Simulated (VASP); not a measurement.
OsCl3:

```xyz
4
Lattice="4.8190 0.0000 0.0000 0.0000 4.8190 0.0000 0.0000 0.0000 4.8190" Properties=species:S:1:pos:R:3 pbc="T T T"
Os    0.0000    0.0000    0.0000
Cl    2.4095    0.0000    0.0000
Cl    0.0000    0.0000    2.4095
Cl    0.0000    2.4095    0.0000
```

Base run:

- Program: VASP 6.6.1
- Functional: PBE
- Potentials or basis: VASP PAW PBE potentials, release 64 (Os, Cl)
- Cutoff: 520 eV
- k mesh: 6 × 6 × 6
- Occupations: gaussian, width 0.05 eV
- Spin: collinear spin
- Starting moments: [0.5, 0.0, 0.0, 0.0] μB
- Hubbard terms: Os d U = 2.0 eV

Its results: pressure 1.1 GPa.

The run is repeated on the same cell with these changes: spin from collinear spin to no spin polarisation; further incar settings from ALGO = Normal; EDIFF = 1e-06; NBANDS = 26 to ALGO = Normal; EDIFF = 1e-07; NBANDS = 22. What comes out?

Pressure -2.0 GPa.

Caveats: an odd number of electrons without spin polarisation forces a metal (at least some runs); a magnetic or distorted state may lie lower (at least some runs); U without spin polarisation on a metal has little footing (at least some runs).
